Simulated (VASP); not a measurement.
# CO2 (Pa-3) in VASP: single point with PBE

Aim: the single point of CO2 with PBE.

Program: VASP 6.6.1. These are calculated values, not measurements. Logs are shortened: lines on timing, memory, paths and dates and some standing lists are left out, and cuts for length are marked.

## Step 1: The cell of the first run

Symmetry: Pa-3, No. 205, cubic system. Conventional cell: a = 5.620 Å, b = 5.620 Å, c = 5.620 Å, α = 90.00°, β = 90.00°, γ = 90.00°. C (site symmetry -3) has 2 O at 1.17 Å within 1.6 Å. O (site symmetry 3) has 1 C at 1.17 Å within 1.6 Å.

## Step 2: Single point, PBE

File INCAR:

```
SYSTEM = CO2
PREC = Accurate
ENCUT = 1340
EDIFF = 1E-6
ISMEAR = -1
SIGMA = 0.02
LREAL = .FALSE.
LASPH = .TRUE.
NELM = 120
ALGO = Normal
ISIF = 2
LWAVE = .FALSE.
LCHARG = .TRUE.
GGA = PE
LELF = .TRUE.
LVHAR = .TRUE.
NBANDS = 44
GGA_COMPAT = .FALSE.
```

File KPOINTS:

```
regular mesh
0
G
  4 4 4
  0 0 0
```

File POSCAR:

```
CO2
1.0
    5.6200000000      0.0000000000      0.0000000000
    0.0000000000      5.6200000000      0.0000000000
    0.0000000000      0.0000000000      5.6200000000
C O
4 8
Direct
    0.0000000000      0.0000000000      0.0000000000
    0.5000000000      0.0000000000      0.5000000000
    0.5000000000      0.5000000000      0.0000000000
    0.0000000000      0.5000000000      0.5000000000
    0.1200165074      0.1200165074      0.1200165074
    0.3799834926      0.8799834926      0.6200165074
    0.6200165074      0.3799834926      0.8799834926
    0.8799834926      0.6200165074      0.3799834926
    0.8799834926      0.8799834926      0.8799834926
    0.6200165074      0.1200165074      0.3799834926
    0.3799834926      0.6200165074      0.1200165074
    0.1200165074      0.3799834926      0.6200165074
```

Potentials or basis: VASP PAW PBE potentials, release 64 (C_h, O_h).

Command:

```bash
> cat potpaw_PBE.64/C_h/POTCAR potpaw_PBE.64/O_h/POTCAR > POTCAR
> mpirun -np 1 vasp_std > vasp.out
```

OUTCAR:

```text
SYSTEM = CO2
   PREC = Accurate
   ENCUT = 1340
   EDIFF = 1E-6
   ISMEAR = -1
   LREAL = .FALSE.
   LASPH = .TRUE.
   NELM = 120
   ISIF = 2
   GGA = PE

 ion  position               nearest neighbor table
   1  0.000  0.000  0.000-   5 1.17   9 1.17
   2  0.500  0.000  0.500-   6 1.17  10 1.17
   3  0.500  0.500  0.000-   7 1.17  11 1.17
   4  0.000  0.500  0.500-   8 1.17  12 1.17
   5  0.120  0.120  0.120-   1 1.17
   6  0.380  0.880  0.620-   2 1.17
   7  0.620  0.380  0.880-   3 1.17
   8  0.880  0.620  0.380-   4 1.17
   9  0.880  0.880  0.880-   1 1.17
  10  0.620  0.120  0.380-   2 1.17
  11  0.380  0.620  0.120-   3 1.17
  12  0.120  0.380  0.620-   4 1.17

  LATTYP: Found a simple cubic cell.
 ALAT       =     5.6200000000

  Lattice vectors:

 A1 = (   5.6200000000,   0.0000000000,   0.0000000000)
 A2 = (   0.0000000000,   5.6200000000,   0.0000000000)
 A3 = (   0.0000000000,   0.0000000000,   5.6200000000)

Analysis of symmetry for initial positions (statically):
=====================================================================
 Subroutine PRICEL returns:
 Original cell was already a primitive cell.

 Routine SETGRP: Setting up the symmetry group for a
 simple cubic supercell.

 Subroutine GETGRP returns: Found 24 space group operations
 (whereof  6 operations were pure point group operations)
 out of a pool of 48 trial point group operations.

The static configuration has the point symmetry S_6 .
 The point group associated with its full space group is T_h .

Analysis of symmetry for dynamics (positions and initial velocities):
=====================================================================
 Subroutine PRICEL returns:
 Original cell was already a primitive cell.

 Routine SETGRP: Setting up the symmetry group for a
 simple cubic supercell.

 Subroutine GETGRP returns: Found 24 space group operations
 (whereof  6 operations were pure point group operations)
 out of a pool of 48 trial point group operations.

The dynamic configuration has the point symmetry S_6 .
 The point group associated with its full space group is T_h .

 Subroutine INISYM returns: Found 24 space group operations
 (whereof  6 operations are pure point group operations),
 and found     1 'primitive' translations

----------------------------------------------------------------------------------------

                                     Primitive cell

  volume of cell :     177.5043

  direct lattice vectors                    reciprocal lattice vectors
     5.620000000  0.000000000  0.000000000     0.177935943  0.000000000  0.000000000
     0.000000000  5.620000000  0.000000000     0.000000000  0.177935943  0.000000000
     0.000000000  0.000000000  5.620000000     0.000000000  0.000000000  0.177935943

  length of vectors
     5.620000000  5.620000000  5.620000000     0.177935943  0.177935943  0.177935943

  position of ions in fractional coordinates (direct lattice)
     0.000000000  0.000000000  0.000000000
     0.500000000  0.000000000  0.500000000
     0.500000000  0.500000000  0.000000000
     0.000000000  0.500000000  0.500000000
     0.120016507  0.120016507  0.120016507
     0.379983493  0.879983493  0.620016507
     0.620016507  0.379983493  0.879983493
     0.879983493  0.620016507  0.379983493
     0.879983493  0.879983493  0.879983493
     0.620016507  0.120016507  0.379983493
     0.379983493  0.620016507  0.120016507
     0.120016507  0.379983493  0.620016507

  ion indices of the primitive-cell ions
   primitive index   ion index
                 1           1
                 2           2
                 3           3
                 4           4
                 5           5
                 6           6
                 7           7
                 8           8
                 9           9
                10          10
                11          11
                12          12

----------------------------------------------------------------------------------------

 KPOINTS: regular mesh

Automatic generation of k-mesh.
 Grid dimensions read from file:
 generate k-points for:    4    4    4

 Generating k-lattice:

  Cartesian coordinates                     Fractional coordinates (reciprocal lattice)
     0.044483986  0.000000000  0.000000000     0.250000000  0.000000000  0.000000000
     0.000000000  0.044483986  0.000000000     0.000000000  0.250000000  0.000000000
     0.000000000  0.000000000  0.044483986     0.000000000  0.000000000  0.250000000

  Length of vectors
     0.044483986  0.044483986  0.044483986

  Shift w.r.t. Gamma in fractional coordinates (k-lattice)
     0.000000000  0.000000000  0.000000000

 Subroutine IBZKPT returns following result:
 ===========================================

 Found     11 irreducible k-points:

 Following reciprocal coordinates:
            Coordinates               Weight
  0.000000  0.000000  0.000000      1.000000
  0.250000  0.000000  0.000000      6.000000
  0.500000  0.000000  0.000000      3.000000
  0.250000  0.250000  0.000000     12.000000
  0.500000  0.250000  0.000000      6.000000
 -0.250000  0.500000  0.000000      6.000000
  0.500000  0.500000  0.000000      3.000000
  0.250000  0.250000  0.250000      8.000000
  0.500000  0.250000  0.250000     12.000000
  0.500000  0.500000  0.250000      6.000000
  0.500000  0.500000  0.500000      1.000000
   k-points           NKPTS =     11   k-points in BZ     NKDIM =     11   number of bands    NBANDS=     44
   number of dos      NEDOS =    301   number of ions     NIONS =     12
   total plane-waves  NPLWV = 343000
   dimension x,y,z NGX =    70 NGY =   70 NGZ =   70
   dimension x,y,z NGXF=   140 NGYF=  140 NGZF=  140
   ions per type =               4   8
   NGX,Y,Z   is equivalent  to a cutoff of  20.71, 20.71, 20.71 a.u.
   NGXF,Y,Z  is equivalent  to a cutoff of  41.41, 41.41, 41.41 a.u.
 SYSTEM =  CO2
   PREC   = accura    normal or accurate (medium, high low for compatibility)
   ISTART =      0    job   : 0-new  1-cont  2-samecut
   ICHARG =      2    charge: 1-file 2-atom 10-const
   ISPIN  =      1    spin polarized calculation?
   LNONCOLLINEAR =      F non collinear calculations
   LSORBIT =      F    spin-orbit coupling
   LASPH  =      T    aspherical Exc in radial PAW
   ENCUT  = 1340.0 eV  98.49 Ry    9.92 a.u.  16.77 16.77 16.77*2*pi/ulx,y,z
   NELM   =    120;   NELMIN=  2; NELMDL= -5     # of ELM steps
   EDIFF  = 0.1E-05   stopping-criterion for ELM
   LREAL  =      F    real-space projection
   EDIFFG = 0.1E-04   stopping-criterion for IOM
   NSW    =      0    number of steps for IOM
   IBRION =     -1    ionic relax: 0-MD 1-quasi-New 2-CG
   NFREE  =      0    steps in history (QN), initial steepest desc. (CG)
   ISIF   =      2    stress and relaxation
   ISYM   =      2    0-nonsym 1-usesym 2-fastsym
   POTIM  = 0.5000    time-step for ionic-motion
   TEBEG  =    0.0;   TEEND  =   0.0 temperature during run
   PSTRESS=    0.0 pullay stress
   NELECT =      64.0000    total number of electrons
   NUPDOWN=      -1.0000    fix difference up-down
   EMIN   =  10.00;   EMAX   =-10.00  energy-range for DOS
   EFERMI =   0.00;   METHOD = LEGACY
   ISMEAR =    -1;   SIGMA  =   0.02  broadening in eV -4-tet -1-fermi 0-gaus
   EFERMI_NEDOS =   21; number of points for ismear=-14 and -15
   IALGO  =     38    algorithm
   IMIX   =      4    mixing-type and parameters
     AMIX     =   0.40;   BMIX     =  1.00
     AMIX_MAG =   1.60;   BMIX_MAG =  1.00
  volume/ion in A,a.u.               =      14.79        99.82
  Fermi-wavevector in a.u.,A,eV,Ry     =   1.165195  2.201899 18.472341  1.357679
  Thomas-Fermi vector in A             =   2.301723
   LORBIT       =      0    0 simple, 1 ext, 2 COOP (PROOUT), +10 PAW based schemes
   GGA     = PE    functional components
   LHFCALC =     F    Hartree Fock is set to
   AEXX    =    0.0000 exact exchange contribution
   IVDW    =     0    specifies the selected vdW correction
   LEPSILON=     F    determine dielectric tensor
   LRPA    =     F    only Hartree local field effects (RPA)
 non-spin polarized calculation
  energy-cutoff  :     1340.00
  volume of cell :      177.50
 maximum number of plane-waves:     19882
 NGX is ok and might be reduce to    70
   NGX = 33   NGY = 33   NGZ = 33

 number of electron      64.0000000 magnetization

 Free energy of the ion-electron system (eV)
  ---------------------------------------------------
  ext. energy  EPLUGINS =         0.00000000
  ---------------------------------------------------
  free energy    TOTEN  =       -93.20048797 eV

  energy without entropy =      -93.20048797  energy(sigma->0) =      -93.20048797

 E-fermi :  -2.7158     XC(G=0):  -7.8632

 val. band max:       -3.1552775563   @ k =   0.0000   0.0000   0.0000
 cond. band min:       3.6396117805   @ k =   0.0000   0.0000   0.0000
 fundamental gap:      6.7948893368
 Fermi energy:        -2.7157792410

 k-point     1 :       0.0000    0.0000    0.0000
  band No.  band energies     occupation
      1     -23.6586      2.00000
      2     -23.4501      2.00000
      3     -23.4501      2.00000
      4     -23.4501      2.00000
      5     -22.5232      2.00000
      6     -22.5232      2.00000
[... 36 lines left out ...]
     43       7.7221      0.00000
     44       7.7221      0.00000

 k-point     2 :       0.2500    0.0000    0.0000
  band No.  band energies     occupation
      1     -23.6299      2.00000
      2     -23.4827      2.00000
      3     -23.4499      2.00000
      4     -23.4499      2.00000
      5     -22.5217      2.00000
      6     -22.5214      2.00000
[... 415 lines left out ...]
 k-point    11 :       0.5000    0.5000    0.5000
  band No.  band energies     occupation
      1     -23.5017      2.00000
      2     -23.5017      2.00000
      3     -23.5017      2.00000
      4     -23.5017      2.00000
      5     -22.5111      2.00000
      6     -22.5111      2.00000
[... 36 lines left out ...]
     43       6.5367      0.00000
     44       6.5367      0.00000

------------------------ aborting loop because EDIFF is reached ----------------------------------------

  FORCE on cell =-STRESS in cart. coord.  units (eV):
  Direction    XX          YY          ZZ          XY          YZ          ZX
  --------------------------------------------------------------------------------------
  -------------------------------------------------------------------------------------
  Total        1.2520065      1.2520065      1.2520065      0.0000000      0.0000000     -0.0000000
  in kB       11.3007751     11.3007751     11.3007751      0.0000000      0.0000000     -0.0000000
  external PRESSURE =      11.3007751 kB  Pullay stress =       0.0000000 kB

 VOLUME and BASIS-vectors are now :
 -----------------------------------------------------------------------------
  energy-cutoff  :     1340.00
  volume of cell :      177.50
      direct lattice vectors                 reciprocal lattice vectors
     5.620000000  0.000000000  0.000000000     0.177935943  0.000000000  0.000000000
     0.000000000  5.620000000  0.000000000     0.000000000  0.177935943  0.000000000
     0.000000000  0.000000000  5.620000000     0.000000000  0.000000000  0.177935943

 POSITION                                       TOTAL-FORCE (eV/Angst)
 -----------------------------------------------------------------------------------
      0.00000      0.00000      0.00000        -0.000000      0.000000      0.000000
      2.81000      0.00000      2.81000        -0.000000      0.000000      0.000000
      2.81000      2.81000      0.00000        -0.000000      0.000000      0.000000
      0.00000      2.81000      2.81000        -0.000000      0.000000      0.000000
      0.67449      0.67449      0.67449         0.010980      0.010980      0.010980
      2.13551      4.94551      3.48449        -0.010980     -0.010980      0.010980
      3.48449      2.13551      4.94551         0.010980     -0.010980     -0.010980
      4.94551      3.48449      2.13551        -0.010980      0.010980     -0.010980
      4.94551      4.94551      4.94551        -0.010980     -0.010980     -0.010980
      3.48449      0.67449      2.13551         0.010980      0.010980     -0.010980
      2.13551      3.48449      0.67449        -0.010980      0.010980      0.010980
      0.67449      2.13551      3.48449         0.010980     -0.010980      0.010980
 -----------------------------------------------------------------------------------
    total drift:                                0.000000      0.000000      0.000000

  FREE ENERGIE OF THE ION-ELECTRON SYSTEM (eV)
  ---------------------------------------------------
  free  energy   TOTEN  =       -93.2004879732 eV

  energy  without entropy=      -93.2004879732  energy(sigma->0) =      -93.20048797
```

It took 7.8 min on 1 thread of Intel Xeon Platinum 8375C at 2.90GHz (Ice Lake), shared host; peak memory 0.8 GiB.

What came out:

```yaml
Free_energy: -93.2005 eV
Pressure: 1.1 GPa
Largest_force: 0.019 eV/Å
Band_gap_on_the_k_mesh: 6.79 eV
```

Forces in eV/Å, atoms in the order of the input:
```
C    0.000  0.000  0.000
C    0.000  0.000  0.000
C    0.000  0.000  0.000
C    0.000  0.000  0.000
O    0.011  0.011  0.011
O   -0.011 -0.011  0.011
O    0.011 -0.011 -0.011
O   -0.011  0.011 -0.011
O   -0.011 -0.011 -0.011
O    0.011  0.011 -0.011
O   -0.011  0.011  0.011
O    0.011 -0.011  0.011
```

Caveat: this functional lacks dispersion, which holds the molecules together, so the pressure and a relaxed volume are unreliable. A k mesh can miss the band edges.
